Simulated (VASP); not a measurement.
Set up this calculation in VASP 6.6.1, as the native input.

| Property | Result |
| --- | --- |
| Task | relaxation of cell and atoms |
| Functional | PBE |
| Potentials or basis | VASP PAW PBE potentials, release 64 (N, Ga_d, Sb) |
| Cutoff | 600 eV |
| k mesh | 6 × 6 × 6 |
| Occupations | fermi-dirac, width 0.02 eV |
| Spin | no spin polarisation |
| Dipole correction | no |
| Further INCAR settings | ALGO = Normal; EDIFF = 1e-07; IBRION = 2; EDIFFG = -0.005; NSW = 80; ISIF = 3 |

The structure of Ga2SbN lies in POSCAR:

```
Ga2SbN
1.0
   -2.5447867815      2.5447867815      5.0895735630
    2.5447867815     -2.5447867815      5.0895735630
    2.5447867815      2.5447867815     -5.0895735630
N Ga Sb
2 4 2
Direct
    0.0000000000      0.0000000000      0.0000000000
    0.2500000000      0.7500000000      0.5000000000
    0.6250000000      0.6250000000      0.5000000000
    0.8750000000      0.3750000000      0.0000000000
    0.1250000000      0.1250000000      0.5000000000
    0.3750000000      0.8750000000      0.0000000000
    0.5000000000      0.5000000000      0.0000000000
    0.7500000000      0.2500000000      0.5000000000
```

These files were run (other wordings do the same):

INCAR

```
ALGO = Normal ; EDIFF = 1E-7
EDIFFG = -0.005 ; ENCUT = 600
GGA = PE ; IBRION = 2
ISIF = 3 ; ISMEAR = -1
LASPH = True ; LCHARG = False
LREAL = False ; LWAVE = False
NELM = 80 ; NSW = 80
PREC = Accurate ; SIGMA = 0.02
```

KPOINTS

```
k-points
0
Gamma
  6 6 6
```

Potentials or basis: VASP PAW PBE potentials, release 64 (N, Ga_d, Sb).

Launch:

```console
$ cat potpaw_PBE.64/N/POTCAR potpaw_PBE.64/Ga_d/POTCAR potpaw_PBE.64/Sb/POTCAR > POTCAR
$ mpirun -np 1 vasp_std > vasp.out
```

Results of the run:

```yaml
Relaxed_volume: 18.99 Å³/atom
Relaxed_cell: a = 6.419 Å, b = 6.419 Å, c = 6.419 Å, α = 129.90°, β = 129.90°, γ = 73.56°
Space_group_after_relaxing_to_0.1_Å: I-42d (No. 122)
Energy_gained_by_relaxing: 1209.6 meV/atom
Ionic_steps: 17
Pressure_after_relaxing: 0.0 GPa
Largest_force_after_relaxing: 0.003 eV/Å
Band_gap_on_the_k_mesh: zero (bands 36 and 37 overlap by 0.18 eV)
```

Caveat: the volume moved by over 15 % at a fixed basis, so the end points are rough; semilocal functionals underestimate gaps, and a narrow one can read as zero; spin-orbit coupling is left out, which moves the levels of the heavy elements.

It took 45 min on 1 thread of AMD EPYC 9R45 96-Core Processor (Zen 5), on a shared host, peak memory 0.47 GiB.
